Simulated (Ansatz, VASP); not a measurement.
**TiN in VASP and in Ansatz**

File INCAR:

```
SYSTEM = TiN
PREC     = Accurate       ! precision mode
ENCUT    = 600            ! plane-wave cutoff, eV
EDIFF    = 1E-6           ! SCF threshold, eV
ISMEAR   = -1             ! smearing method
SIGMA    = 0.1            ! smearing width, eV
LREAL    = .False.        ! projectors in reciprocal space
LASPH    = .True.         ! aspherical terms in the spheres
NELM     = 120            ! most SCF steps
ALGO     = Normal         ! electronic algorithm
ISIF     = 2              ! what is computed and relaxed
LWAVE    = .False.        ! write WAVECAR
LCHARG   = .False.        ! write CHGCAR
GGA      = B5             ! functional
ALDAX    = 1.0          
AGGAX    = 1.0          
AGGAC    = 1.0          
ALDAC    = 0.0          
NBANDS   = 16             ! bands
GGA_COMPAT= .False.
```

File KPOINTS:

```
regular mesh
0
Gamma
  5 5 5
  0 0 0
```

The input POSCAR:

```
TiN
1.0
    0.0000000000      2.1190000000      2.1190000000
    2.1190000000      0.0000000000      2.1190000000
    2.1190000000      2.1190000000      0.0000000000
Ti N
1 1
Direct
    0.0000000000      0.0000000000      0.0000000000
    0.5000000000      0.5000000000      0.5000000000
```

Input for Ansatz:

```yaml
crystal:
  lattice:
    - [0.0, 2.119, 2.119]
    - [2.119, 0.0, 2.119]
    - [2.119, 2.119, 0.0]
  atoms:
    - { symbol: Ti, position: [0.0, 0.0, 0.0] }
    - { symbol: "N", position: [0.5, 0.5, 0.5] }
accuracy: medium
kpoints:
  mp_grid:
    grid: [5, 5, 5]
    shift: [0.0, 0.0, 0.0]
hamiltonian:
  xc: blyp
scf:
  occupations:
    method: fermi_dirac
output:
  stress: true
```

Alike in both runs: task single point; functional BLYP; k mesh 5 × 5 × 5; no spin polarisation.

```csv
,VASP,Ansatz
version,VASP 6.6.1,Ansatz 0.2.0
potentials or method,"VASP PAW PBE potentials, release 64 (Ti_sv, N)","plane waves, PAW"
plane-wave cutoff (eV),600,420
occupations,"fermi-dirac, width 0.1 eV",fermi-dirac
valence electrons in the cell,17,17
```

```tsv
	VASP	Ansatz	Ansatz less VASP
pressure (GPa)	11.6	11.2	-0.47
```

VASP's potentials were made for PBE, not for BLYP.

The k mesh is coarse, so the values compare programs but aren't converged.
